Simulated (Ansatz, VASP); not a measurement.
**One calculation of C, two programs**

```
C
1.0
     0.00000    1.77687    1.77687
     1.77687    0.00000    1.77687
     1.77687    1.77687    0.00000
C
2
Direct
  0.00000 0.00000 0.00000
  0.25000 0.25000 0.25000
```

Alike in both runs: task single point; functional PBEsol; k mesh 10 × 10 × 10; no spin polarisation.

|  | VASP | Ansatz |
| --- | --- | --- |
| version | VASP 6.6.1 | Ansatz 0.2.0 |
| potentials or method | VASP PAW PBE potentials, release 64 (C), cutoff 600 eV | scalar-relativistic, plane waves, PAW |
| occupations | gaussian, width 0.01 eV | fixed |
| valence electrons in the cell | 8 | 8 |

|  | VASP | Ansatz | Ansatz less VASP |
| --- | --- | --- | --- |
| gap on the k mesh at the Fermi level (eV) | 4.06 | 4.07 | +0.009 |
| least direct gap on the mesh (eV) | 5.57 | 5.57 | +0.001 |

VASP's potentials were made for PBE, not for PBEsol, and Ansatz warns of the same on its side.
